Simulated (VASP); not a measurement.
## AlN: single point with PBE

The system is AlN.

```
CELL_PARAMETERS angstrom
0.00000 2.18399 2.18399
2.18399 0.00000 2.18399
2.18399 2.18399 0.00000
ATOMIC_POSITIONS crystal
Al 0.00000 0.00000 0.00000
N 0.25000 0.25000 0.25000
```

* Program: VASP 6.6.1
* Task: single point
* Functional: PBE
* Potentials or basis: VASP PAW PBE potentials, release 64 (Al, N)
* Cutoff: 520 eV
* k mesh: 10 × 10 × 10
* Occupations: gaussian, width 0.021 eV
* Spin: no spin polarisation

The pressure is 4.6 GPa and the band gap on the k mesh is 3.32 eV, indirect (least direct gap 4.20 eV).

Levels at points of the mesh, in eV from the valence-band top:
```tsv
k point	band 1	band 2	band 3	band 4	band 5	band 6	band 7	band 8	band 9
(0.00, 0.00, 0.00)	-14.98	0.00	0.00	0.00	4.20	12.56	12.56	12.56	17.69
(0.50, 0.00, 0.00)	-12.93	-5.85	-0.48	-0.48	7.38	9.86	11.15	11.15	17.99
(0.50, 0.50, 0.00)	-12.30	-4.90	-1.77	-1.77	3.32	8.62	13.96	15.73	15.73
```

Run time: 9 s on 1 thread of Intel Xeon 6975P-C (shared host), peak memory 0.13 GiB.

A k mesh can miss the band edges. A hybrid or GW would open this gap; PBE tends to underestimate it.
